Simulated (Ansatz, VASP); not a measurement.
## One calculation of AlBBr, two programs

INCAR

```
SYSTEM = AlBBr
ALGO = Normal
EDIFF = 1E-7
ENCUT = 520
GGA = PE
ISIF = 2
ISMEAR = -1
LASPH = .TRUE.
LCHARG = .FALSE.
LREAL = .FALSE.
LWAVE = .FALSE.
NBANDS = 22
NELM = 100
PREC = Accurate
SIGMA = 0.1
```

Contents of KPOINTS:

```
k-points
0
G
  5 5 3
  0 0 0
```

File POSCAR:

```
AlBBr
1.0
    3.7111400000      0.0000000000      0.0000000000
    0.0000000000      3.7008890000      0.0000000000
    0.0000000000      0.0000000000      7.8631070000
Al B Br
2 2 2
Direct
    0.0000000000      0.5000000000      0.0700000000
    0.5000000000      0.0000000000      0.9300000000
    0.0000000000      0.0000000000      0.9400000000
    0.5000000000      0.5000000000      0.0600000000
    0.0000000000      0.0000000000      0.3000000000
    0.5000000000      0.5000000000      0.7000000000
```

Input for Ansatz:

```yaml
crystal:
  lattice:
    - [3.71114, 0.0, 0.0]
    - [0.0, 3.700889, 0.0]
    - [0.0, 0.0, 7.863107]
  atoms:
    - { symbol: Al, position: [0.0, 0.5, 0.07] }
    - { symbol: Al, position: [0.5, 0.0, 0.93] }
    - { symbol: B, position: [0.0, 0.0, 0.94] }
    - { symbol: B, position: [0.5, 0.5, 0.06] }
    - { symbol: Br, position: [0.0, 0.0, 0.3] }
    - { symbol: Br, position: [0.5, 0.5, 0.7] }
  symmetry: { tolerance: 0.0003 }
kpoints:
  mp_grid: { grid: [5, 5, 3], shift: [0, 0, 0] }
magnetization:
  spin_polarized: false
scf:
  occupations: { method: fermi_dirac }
hamiltonian:
  pseudopotentials: { kind: paw }
  xc: pbe
basis:
  ecutwfc: 420
  ecutrho_ratio: 9
output:
  forces: true
  stress: true
  eigenvalues: true
```

Alike in both runs: task single point; functional PBE; k mesh 5 × 5 × 3; no spin polarisation.

|  | VASP | Ansatz |
| --- | --- | --- |
| version | VASP 6.6.1 | Ansatz 0.2.0 |
| potentials or method | VASP PAW PBE potentials, release 64 (Al, B, Br), cutoff 520 eV | PAW plane waves |
| occupations | fermi-dirac, width 0.1 eV | fermi-dirac |
| valence electrons in the cell | 26 | 26 |

Ansatz gave:

```
gap on the k mesh at the Fermi level (eV)                     : none
pressure (GPa)                                                : 23.8
traceless stress, the component that is largest in VASP (GPa) : 24.52
rms of the force components (eV/Å)                            : 0.530
```

Task: What did VASP give for the same quantities?

Result: gap on the k mesh at the Fermi level (eV): none; pressure (GPa): 23.8; traceless stress, the component that is largest in VASP (GPa): 24.53; rms of the force components (eV/Å): 0.530.

Atom by atom the forces differ by 0.002 eV/Å (rms over components). A gap of «none» marks a metal or a gap that the smearing closes.
